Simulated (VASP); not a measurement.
A run of VASP 6.6.1 is set up as follows.

Contents of POSCAR:

```
GaAs
1.0
    0.0000000000      2.8330850955      2.8330850955
    2.8330850955      0.0000000000      2.8330850955
    2.8330850955      2.8330850955      0.0000000000
Ga As
1 1
Direct
    0.0000000000      0.0000000000      0.0000000000
    0.2500000000      0.2500000000      0.2500000000
```

Contents of INCAR.step1:

```
SYSTEM = GaAs
ALGO = Normal
EDIFF = 1E-4
ENCUT = 520
GGA = PE
ISMEAR = 0
LASPH = .True.
LCHARG = .False.
LREAL = .False.
LWAVE = .True.
NBANDS = 16
NELM = 60
PREC = Accurate
SIGMA = 0.01
```

INCAR.step2

```
SYSTEM = GaAs
ALGO = Normal
EDIFF = 1E-7
ENCUT = 520
ISIF = 2
ISMEAR = 0
ISTART = 1
LASPH = .True.
LCHARG = .False.
LMIXTAU = .True.
LREAL = .False.
LWAVE = .False.
METAGGA = R2SCAN
NBANDS = 16
NELM = 60
PREC = Accurate
SIGMA = 0.01
```

The input KPOINTS:

```
k-points
0
Gamma
  8 8 8
  0 0 0
```

Potentials or basis: VASP PAW PBE potentials, release 64 (Ga_d, As).

Launch:

```bash
$ cat potpaw_PBE.64/Ga_d/POTCAR potpaw_PBE.64/As/POTCAR > POTCAR
$ cp INCAR.step1 INCAR
$ mpirun -np 1 vasp_std > vasp.out
$ cp INCAR.step2 INCAR
$ mpirun -np 1 vasp_std > vasp.out
```

Predict the band gap on the k mesh.

0.94 eV.

Predict the pressure.

0.1 GPa.

Caveat: the PAW data sets were made with another functional, which shifts forces and pressure a little. A k mesh can miss the band edges.
